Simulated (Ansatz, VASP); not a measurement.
**SnTe3 in VASP and in Ansatz**

```
CELL_PARAMETERS angstrom
0.00000 3.78240 3.78240
3.78240 0.00000 3.78240
3.78240 3.78240 0.00000
ATOMIC_POSITIONS crystal
Te 0.50000 0.50000 0.50000
Te 0.75000 0.75000 0.75000
Te 0.25000 0.25000 0.25000
Sn 0.00000 0.00000 0.00000
```

Alike in both runs: task single point; functional PBE; k mesh 6 × 6 × 6; occupations fermi-dirac, width 0.05 eV; no spin polarisation.

|  | VASP | Ansatz |
| --- | --- | --- |
| version | VASP 6.6.1 | Ansatz 0.2.0 |
| potentials or method | VASP PAW PBE potentials, release 64 (Te, Sn_d) | Ansatz PAW |
| plane-wave cutoff (eV) | 520 | 420 |
| valence electrons in the cell | 32 | 62 |

|  | VASP | Ansatz | Ansatz less VASP |
| --- | --- | --- | --- |
| gap on the k mesh at the Fermi level (eV) | none | none | - |
| pressure (GPa) | 3.5 | 3.6 | +0.07 |

A gap of «none» marks a metal or a gap that the smearing closes. VASP's potentials hold 32 valence electrons a cell and Ansatz's 62, so a difference there can come from the potentials and not from the codes.

Spin-orbit coupling is off throughout.
